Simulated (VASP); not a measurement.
# Mg (P-6m2) in VASP: single point with PBEsol

Aim: the single point of Mg with PBEsol.

All numbers are computed with VASP 6.6.1; they aren't measurements. Logs are shortened: lines on timing, memory, paths and dates and some standing lists are left out, and cuts for length are marked.

## 1. The cell of the first run

The structure is hexagonal, space group P-6m2 (No. 187). The conventional cell has a = 3.409 Å, b = 3.409 Å, c = 10.881 Å, α = 90.00°, β = 90.00°, γ = 120.00°. Mg (site symmetry -6m2) has 12 Mg at 3.23 to 3.41 Å within 4.2 Å. Within 4.2 Å of Mg (site symmetry 3m) lie 9 Mg at 3.23 to 3.41 Å.

## 2. Single point, PBEsol

The input, INCAR:

```
SYSTEM = Mg
PREC     = Accurate       ! precision mode
ENCUT    = 520            ! plane-wave cutoff, eV
EDIFF    = 1E-6           ! SCF threshold, eV
ISMEAR   = -1             ! smearing method
SIGMA    = 0.15           ! smearing width, eV
LREAL    = .False.        ! projectors in reciprocal space
LASPH    = .True.         ! aspherical terms in the spheres
NELM     = 80             ! most SCF steps
ALGO     = Normal         ! electronic algorithm
ISIF     = 2              ! what is computed and relaxed
LWAVE    = .False.        ! write WAVECAR
LCHARG   = .False.        ! write CHGCAR
GGA      = PS             ! functional
NBANDS   = 10             ! bands
```

The input, KPOINTS:

```
Automatic mesh
0
Gamma
  8 8 2
  0 0 0
```

The input, POSCAR:

```
Mg
1.0
    3.4090700000      0.0000000000      0.0000000000
   -1.7045400000      2.9523400000      0.0000000000
    0.0000000000      0.0000000000     10.8806800000
Mg
3
Direct
    0.0000000000      0.0000000000      0.0000000000
    0.6666666667      0.3333333333      0.7645500000
    0.6666666667      0.3333333333      0.2354500000
```

Potentials or basis: VASP PAW PBE potentials, release 64 (Mg).

The run is started by

```
$ cat potpaw_PBE.64/Mg/POTCAR > POTCAR
$ mpirun -np 1 vasp_std > vasp.out
```

OUTCAR:

```text
SYSTEM = Mg
   PREC = Accurate
   ENCUT = 520
   EDIFF = 1E-6
   ISMEAR = -1
   LREAL = .False.
   LASPH = .True.
   NELM = 80
   ISIF = 2
   GGA = PS

 ion  position               nearest neighbor table
   1  0.000  0.000  0.000-   2 3.23   3 3.23   2 3.23   3 3.23   2 3.23   3 3.23
   2  0.667  0.333  0.765-   1 3.23   1 3.23   1 3.23
   3  0.667  0.333  0.235-   1 3.23   1 3.23   1 3.23

  LATTYP: Found a hexagonal cell.
 ALAT       =     3.4090700000
 C/A-ratio  =     3.1916857090

  Lattice vectors:

 A1 = (   3.4090700000,   0.0000000000,   0.0000000000)
 A2 = (  -1.7045400000,   2.9523400000,   0.0000000000)
 A3 = (   0.0000000000,   0.0000000000,  10.8806800000)

Analysis of symmetry for initial positions (statically):
=====================================================================
 Subroutine PRICEL returns:
 Original cell was already a primitive cell.

 Routine SETGRP: Setting up the symmetry group for a
 hexagonal supercell.

 Subroutine GETGRP returns: Found 12 space group operations
 (whereof 12 operations were pure point group operations)
 out of a pool of 24 trial point group operations.

The static configuration has the point symmetry D_3h.

Analysis of symmetry for dynamics (positions and initial velocities):
=====================================================================
 Subroutine PRICEL returns:
 Original cell was already a primitive cell.

 Routine SETGRP: Setting up the symmetry group for a
 hexagonal supercell.

 Subroutine GETGRP returns: Found 12 space group operations
 (whereof 12 operations were pure point group operations)
 out of a pool of 24 trial point group operations.

The dynamic configuration has the point symmetry D_3h.

 Subroutine INISYM returns: Found 12 space group operations
 (whereof 12 operations are pure point group operations),
 and found     1 'primitive' translations

----------------------------------------------------------------------------------------

                                     Primitive cell

  volume of cell :     109.5111

  direct lattice vectors                    reciprocal lattice vectors
     3.409070000  0.000000000  0.000000000     0.293335132  0.169357685  0.000000000
    -1.704540000  2.952340000  0.000000000     0.000000000  0.338714376  0.000000000
     0.000000000  0.000000000 10.880680000     0.000000000  0.000000000  0.091906021

  length of vectors
     3.409070000  3.409071441 10.880680000     0.338714519  0.338714376  0.091906021

[... 85 lines left out ...]
   POTIM  = 0.5000    time-step for ionic-motion
   TEBEG  =    0.0;   TEEND  =   0.0 temperature during run
   PSTRESS=    0.0 pullay stress
   NELECT =       6.0000    total number of electrons
   NUPDOWN=      -1.0000    fix difference up-down
   EMIN   =  10.00;   EMAX   =-10.00  energy-range for DOS
   EFERMI =   0.00;   METHOD = LEGACY
   ISMEAR =    -1;   SIGMA  =   0.15  broadening in eV -4-tet -1-fermi 0-gaus
   EFERMI_NEDOS =   21; number of points for ismear=-14 and -15
   IALGO  =     38    algorithm
   IMIX   =      4    mixing-type and parameters
     AMIX     =   0.40;   BMIX     =  1.00
     AMIX_MAG =   1.60;   BMIX_MAG =  1.00
  volume/ion in A,a.u.               =      36.50       246.34
  Fermi-wavevector in a.u.,A,eV,Ry     =   0.621783  1.175000  5.260211  0.386615
  Thomas-Fermi vector in A             =   1.681409
   LORBIT       =      0    0 simple, 1 ext, 2 COOP (PROOUT), +10 PAW based schemes
   GGA     = PS    functional components
   LHFCALC =     F    Hartree Fock is set to
   AEXX    =    0.0000 exact exchange contribution
   IVDW    =     0    specifies the selected vdW correction
   LEPSILON=     F    determine dielectric tensor
   LRPA    =     F    only Hartree local field effects (RPA)
 non-spin polarized calculation
  energy-cutoff  :      520.00
  volume of cell :      109.51
 maximum number of plane-waves:      2974
 NGX is ok and might be reduce to    28
   NGX = 13   NGY = 13   NGZ = 41

 number of electron       6.0000000 magnetization

 Free energy of the ion-electron system (eV)
  ---------------------------------------------------
  ext. energy  EPLUGINS =         0.00000000
  ---------------------------------------------------
  free energy    TOTEN  =        -4.30522636 eV

  energy without entropy =       -4.21041360  energy(sigma->0) =       -4.25781998

 E-fermi :   0.4750     XC(G=0):  -6.8323

 val. band max:        0.4084002475   @ k =   0.1250   0.1250   0.5000
 cond. band min:       0.5039244664   @ k =   0.3750   0.2500   0.5000
 fundamental gap:      0.0955242189
 Fermi energy:         0.4750244193

 k-point     1 :       0.0000    0.0000    0.0000
  band No.  band energies     occupation
      1      -5.5262      2.00000
      2      -4.2048      2.00000
      3      -2.2834      2.00000
      4       0.3466      1.40380
      5       1.9370      0.00012
      6       6.9652      0.00000
      7       6.9755      0.00000
      8      10.0779      0.00000
      9      10.0779      0.00000
     10      10.3962      0.00000
[... 235 lines left out ...]
 k-point    20 :       0.3750    0.2500    0.5000
  band No.  band energies     occupation
      1      -0.5953      1.99841
      2      -0.4422      1.99559
      3       0.5039      0.90396
      4       0.9084      0.10538
      5       1.4770      0.00251
      6       2.8152      0.00000
      7       2.8753      0.00000
      8       3.2023      0.00000
      9       4.2334      0.00000
     10       4.7892      0.00000

------------------------ aborting loop because EDIFF is reached ----------------------------------------

  FORCE on cell =-STRESS in cart. coord.  units (eV):
  Direction    XX          YY          ZZ          XY          YZ          ZX
  --------------------------------------------------------------------------------------
  -------------------------------------------------------------------------------------
  Total       -2.9072771     -2.9072747     -0.9686392      0.0000049      0.0000000      0.0000000
  in kB      -42.5342412    -42.5342060    -14.1714497      0.0000720      0.0000000      0.0000000
  external PRESSURE =     -33.0799656 kB  Pullay stress =       0.0000000 kB

 VOLUME and BASIS-vectors are now :
 -----------------------------------------------------------------------------
  energy-cutoff  :      520.00
  volume of cell :      109.51
      direct lattice vectors                 reciprocal lattice vectors
     3.409070000  0.000000000  0.000000000     0.293335132  0.169357685  0.000000000
    -1.704540000  2.952340000  0.000000000     0.000000000  0.338714376  0.000000000
     0.000000000  0.000000000 10.880680000     0.000000000  0.000000000  0.091906021

 POSITION                                       TOTAL-FORCE (eV/Angst)
 -----------------------------------------------------------------------------------
      0.00000      0.00000      0.00000         0.000000     -0.000000      0.000000
      1.70453      0.98411      8.31882        -0.000000      0.000000      0.082086
      1.70453      0.98411      2.56186        -0.000000      0.000000     -0.082086
 -----------------------------------------------------------------------------------
    total drift:                               -0.000000      0.000000     -0.000000

  FREE ENERGIE OF THE ION-ELECTRON SYSTEM (eV)
  ---------------------------------------------------
  free  energy   TOTEN  =        -4.3052263566 eV

  energy  without entropy=       -4.2104136038  energy(sigma->0) =       -4.25781998
```

OSZICAR:

```text
N       E                     dE             d eps       ncg     rms          rms(c)
DAV:   1     0.107547358150E+01    0.10755E+01   -0.17581E+03   400   0.394E+02
DAV:   2    -0.429579118173E+01   -0.53713E+01   -0.51502E+01   508   0.388E+01
DAV:   3    -0.445536523008E+01   -0.15957E+00   -0.15855E+00   532   0.550E+00
DAV:   4    -0.445675007701E+01   -0.13848E-02   -0.13847E-02   536   0.571E-01
DAV:   5    -0.445677952170E+01   -0.29445E-04   -0.29445E-04   512   0.786E-02    0.143E+00
DAV:   6    -0.433503153605E+01    0.12175E+00   -0.38389E-01   428   0.120E+00    0.834E-01
DAV:   7    -0.430782643223E+01    0.27205E-01   -0.11548E-01   480   0.809E-01    0.317E-01
DAV:   8    -0.430524057558E+01    0.25859E-02   -0.10752E-02   474   0.471E-01    0.407E-02
DAV:   9    -0.430521111885E+01    0.29457E-04   -0.55039E-04   486   0.106E-01    0.159E-02
DAV:  10    -0.430522179141E+01   -0.10673E-04   -0.92925E-05   464   0.321E-02    0.432E-03
DAV:  11    -0.430522552995E+01   -0.37385E-05   -0.67459E-06   494   0.102E-02    0.168E-03
DAV:  12    -0.430522635658E+01   -0.82663E-06   -0.24275E-06   448   0.450E-03
   1 F= -.43052264E+01 E0= -.42578200E+01  d E =-.948128E-01
```

stdout:

```text
POSCAR found type information on POSCAR Mg
 POSCAR found :  1 types and       3 ions
 scaLAPACK will be used
 -----------------------------------------------------------------------------
|                                                                             |
|                                                                             |
|     You enforced a specific xc type in the INCAR file but a different       |
|     I HOPE YOU KNOW WHAT YOU ARE DOING!                                     |
|                                                                             |
 -----------------------------------------------------------------------------

 LDA part: xc-table for (Slater+PW92), standard interpolation
 POSCAR, INCAR and KPOINTS ok, starting setup
 FFT: planning ... GRIDC
 FFT: planning ... GRID_SOFT
 FFT: planning ... GRID
 WAVECAR not read
 entering main loop
```

Wall time 45 s (1 thread of Intel Xeon 8259CL, shared host); peak memory 0.23 GiB.

What came out:

* Free energy: -4.3052 eV
* Pressure: -3.3 GPa
* Largest force: 0.082 eV/Å
* Band gap on the k mesh: zero (bands 3 and 4 overlap by 1.34 eV)

Forces in eV/Å, atoms in the order of the input:
```
Mg   0.000  0.000  0.000
Mg   0.000  0.000  0.082
Mg   0.000  0.000 -0.082
```

Stress tensor (GPa, compression positive):
```
-4.25  0.00  0.00
 0.00 -4.25  0.00
 0.00  0.00 -1.42
```

Levels at points of the mesh, in eV from the Fermi level:
```
           k point  band 1  band 2  band 3  band 4  band 5  band 6  band 7  band 8
(0.00, 0.00, 0.00)   -6.00   -4.68   -2.76   -0.13    1.46    6.49    6.50    9.60
(0.50, 0.00, 0.00)   -1.85   -1.70   -0.66   -0.27    1.35    1.56    3.67    4.16
(0.00, 0.00, 0.50)   -5.99   -4.74   -2.49   -0.83    3.13    3.61    9.61    9.61
(0.50, 0.00, 0.50)   -1.84   -1.68   -0.71   -0.35    1.63    1.81    3.03    3.53
```

Caveat: the cell stands under tension; the PAW data sets were made with another functional, which shifts forces and pressure a little.
